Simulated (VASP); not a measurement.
# SiGe3Ru2 (P6/mmm) in VASP: a series of runs, part 2 of 2

VASP 6.6.1. Earlier steps stand in the parts before.

### Step 4. Single point, PBE

This run uses another cell than the first one, of 17.12 Å³/atom.

INCAR reads:

```
PREC = Accurate
ENCUT = 520
EDIFF = 1E-6
ISMEAR = 0
SIGMA = 0.1
LREAL = F
LASPH = T
NELM = 100
ALGO = Normal
ISIF = 2
LWAVE = F
LCHARG = T
GGA = PE
LELF = T
LVHAR = T
NBANDS = 46
```

KPOINTS reads:

```
regular mesh
0
Gamma
  12 12 10
```

POSCAR reads:

```
SiGe3Ru2
1.0
    5.4786889423      0.0000000000      0.0000000000
   -2.7393444712      4.7446838034      0.0000000000
    0.0000000000      0.0000000000      3.9517118990
Si Ge Ru
1 3 2
Direct
    0.0000000000      0.0000000000      0.0000000000
    0.5000000000      0.0000000000      0.5000000000
    0.5000000000      0.5000000000      0.5000000000
    0.0000000000      0.5000000000      0.5000000000
    0.3333333333      0.6666666667      0.0000000000
    0.6666666667      0.3333333333      0.0000000000
```

Potentials or basis: VASP PAW PBE potentials, release 64 (Si, Ge_d, Ru_pv).

Started as:

```bash
$ cat potpaw_PBE.64/Si/POTCAR potpaw_PBE.64/Ge_d/POTCAR potpaw_PBE.64/Ru_pv/POTCAR > POTCAR
$ mpirun -np 1 vasp_std > vasp.out
```

OUTCAR:

```text
PREC = Accurate
   ENCUT = 520
   EDIFF = 1E-6
   ISMEAR = 0
   LREAL = F
   LASPH = T
   NELM = 100
   ISIF = 2
   GGA = PE

 ion  position               nearest neighbor table
   1  0.000  0.000  0.000-   5 3.16   6 3.16   5 3.16   6 3.16   6 3.16   5 3.16
   2  0.500  0.000  0.500-   5 2.53   6 2.53   5 2.53   6 2.53   4 2.74   4 2.74   3 2.74   3 2.74

   3  0.500  0.500  0.500-   5 2.53   6 2.53   5 2.53   6 2.53   2 2.74   2 2.74   4 2.74   4 2.74

   4  0.000  0.500  0.500-   5 2.53   6 2.53   5 2.53   6 2.53   2 2.74   2 2.74   3 2.74   3 2.74

   5  0.333  0.667  0.000-   2 2.53   2 2.53   4 2.53   4 2.53   3 2.53   3 2.53   6 3.16   6 3.16
                             1 3.16   1 3.16   1 3.16   6 3.16
   6  0.667  0.333  0.000-   2 2.53   2 2.53   4 2.53   4 2.53   3 2.53   3 2.53   5 3.16   5 3.16
                             1 3.16   1 3.16   1 3.16   5 3.16

  LATTYP: Found a hexagonal cell.
 ALAT       =     5.4786889423
 C/A-ratio  =     0.7212878739

  Lattice vectors:

 A1 = (   5.4786889423,   0.0000000000,   0.0000000000)
 A2 = (  -2.7393444712,   4.7446838034,   0.0000000000)
 A3 = (   0.0000000000,   0.0000000000,   3.9517118990)

Analysis of symmetry for initial positions (statically):
[... 178 lines left out ...]
  free energy    TOTEN  =       -35.23371598 eV

  energy without entropy =      -35.20993045  energy(sigma->0) =      -35.22182321

 E-fermi :   8.4132     XC(G=0): -11.7397

 val. band max:        8.4125139457   @ k =   0.0833   0.0000   0.1000
 cond. band min:       8.4139191872   @ k =   0.3333   0.0833   0.4000
 fundamental gap:      0.0014052414
 Fermi energy:         8.4131526981

 k-point     1 :       0.0000    0.0000    0.0000
  band No.  band energies     occupation
      1     -34.3557      2.00000
      2     -34.3426      2.00000
      3     -33.9628      2.00000
      4     -33.9628      2.00000
      5     -33.8853      2.00000
      6     -33.8853      2.00000
[... 1165 lines left out ...]
     45      12.9103      0.00000
     46      13.2077      0.00000

 [... further k-points ...]
[... 5 lines left out ...]
  --------------------------------------------------------------------------------------
  -------------------------------------------------------------------------------------
  Total        0.0416719      0.0416719      0.1284043     -0.0000000      0.0000000      0.0000000
  in kB        0.6499566      0.6499566      2.0027233     -0.0000000      0.0000000      0.0000000
  external PRESSURE =       1.1008789 kB  Pullay stress =       0.0000000 kB

 VOLUME and BASIS-vectors are now :
 -----------------------------------------------------------------------------
  energy-cutoff  :      520.00
  volume of cell :      102.72
      direct lattice vectors                 reciprocal lattice vectors
     5.478688942  0.000000000  0.000000000     0.182525420  0.105381100  0.000000000
    -2.739344471  4.744683803  0.000000000     0.000000000  0.210762201  0.000000000
     0.000000000  0.000000000  3.951711899     0.000000000  0.000000000  0.253054885

 POSITION                                       TOTAL-FORCE (eV/Angst)
 -----------------------------------------------------------------------------------
      0.00000      0.00000      0.00000        -0.000000      0.000000      0.000000
      2.73934      0.00000      1.97586        -0.000000      0.000000      0.000000
      1.36967      2.37234      1.97586        -0.000000      0.000000      0.000000
     -1.36967      2.37234      1.97586        -0.000000      0.000000      0.000000
     -0.00000      3.16312      0.00000        -0.000000      0.000000     -0.000000
      2.73934      1.58156      0.00000         0.000000      0.000000      0.000000
 -----------------------------------------------------------------------------------
    total drift:                               -0.000000     -0.000000      0.000000

  FREE ENERGIE OF THE ION-ELECTRON SYSTEM (eV)
  ---------------------------------------------------
  free  energy   TOTEN  =       -35.2337159761 eV

  energy  without entropy=      -35.2099304528  energy(sigma->0) =      -35.22182321
```

stdout:

```text
POSCAR found type information on POSCAR SiGeRu
 POSCAR found :  3 types and       6 ions
 scaLAPACK will be used
 LDA part: xc-table for (Slater+PW92), standard interpolation
 POSCAR, INCAR and KPOINTS ok, starting setup
 FFT: planning ... GRIDC
 FFT: planning ... GRID_SOFT
 FFT: planning ... GRID
 WAVECAR not read
 entering main loop
```

Run time: 13 min. Hardware: 1 thread of Intel Xeon 8259CL, shared host; peak memory 0.55 GiB.

Results:

- Free energy: -35.2337 eV
- Pressure: 0.1 GPa
- Band gap on the k mesh: zero (bands 37 and 38 overlap by 1.14 eV)

Levels at points of the mesh, in eV from the Fermi level:
| k point | band 33 | band 34 | band 35 | band 36 | band 37 | band 38 | band 39 | band 40 | band 41 | band 42 |
| --- | --- | --- | --- | --- | --- | --- | --- | --- | --- | --- |
| (0.00, 0.00, 0.00) | -1.77 | -1.77 | -1.21 | -1.21 | -0.15 | -0.15 | 1.05 | 2.85 | 2.98 | 3.18 |
| (0.50, 0.00, 0.00) | -1.58 | -1.56 | -0.69 | 0.23 | 0.77 | 0.97 | 1.08 | 1.25 | 1.53 | 2.64 |
| (0.00, 0.00, 0.50) | -3.06 | -1.79 | -1.64 | -1.07 | 0.36 | 0.36 | 0.92 | 0.92 | 1.22 | 1.22 |
| (0.50, 0.00, 0.50) | -2.24 | -1.96 | -1.89 | -0.87 | -0.56 | 0.33 | 0.58 | 1.25 | 2.61 | 2.92 |

### Step 5. Summary

| task | cell | k mesh | cutoff (eV) | gap on the mesh (eV) | pressure (GPa) | relaxed volume (Å³/atom) |
| --- | --- | --- | --- | --- | --- | --- |
| relaxation of cell and atoms | relaxed from a = 5.873, b = 5.873, c = 3.246 Å, angles 90.0, 90.0, 120.0°, 6 atoms | 3 × 3 × 6 | 600 | none | 0.1 | 17.31 |
| relaxation of cell and atoms | relaxed from a = 5.542, b = 5.542, c = 3.902 Å, angles 90.0, 90.0, 120.0°, 6 atoms | 6 × 6 × 4 | 600 | none | 0.0 | 17.12 |
| single point | a = 5.479, b = 5.479, c = 3.952 Å, angles 90.0, 90.0, 120.0°, 6 atoms | 12 × 12 × 10 | 520 | none | 0.1 | - |

Alike in all rows: level PBE; potentials or basis VASP PAW PBE potentials, release 64 (Si, Ge_d, Ru_pv); no spin polarisation; smearing gaussian 0.1 eV.

Caveats: some runs use coarse meshes; a cell axis changed by over 15 % at a fixed basis, so the end point is rough (at least some runs).

Total energies depend on the potentials used, so only differences within one code and one set of settings carry meaning.

The gap in the log of VASP goes by the Fermi energy; the results here count the filled bands.